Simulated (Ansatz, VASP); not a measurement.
# KI: VASP beside Ansatz

```xyz
2
Lattice="4.4199 0.0000 0.0000 0.0000 4.4199 0.0000 0.0000 0.0000 4.2912" Properties=species:S:1:pos:R:3 pbc="T T T"
K     0.0000    0.0000    0.0000
I     2.2100    2.2100    2.1456
```

Change from the starting cell: strain +0.030 along x and y, +0.000 along z, atoms carried along.

Alike in both runs: task single point; functional PBE; k mesh 6 × 6 × 6; occupations gaussian, width 0.05 eV; no spin polarisation.

|  | VASP | Ansatz |
| --- | --- | --- |
| version | VASP 6.6.1 | Ansatz 0.2.0 |
| potentials or method | VASP PAW PBE potentials, release 64 (K_sv, I), cutoff 520 eV | scalar-relativistic, plane waves, PAW |
| valence electrons in the cell | 16 | 26 |

```tsv
	VASP	Ansatz	Ansatz less VASP
gap on the k mesh at the Fermi level (eV)	3.08	3.08	+0.003
least direct gap on the mesh (eV)	3.38	3.38	+0.002
pressure (GPa)	-0.2	-0.3	-0.03
traceless stress, the component that is largest in VASP (GPa)	0.54	0.54	+0.001
```

The functional is the same, so the differences come from potentials, cutoffs and numerics. VASP's potentials hold 16 valence electrons a cell and Ansatz's 26, so a difference there can come from the potentials and not from the codes.

Neither program's run includes spin-orbit coupling.
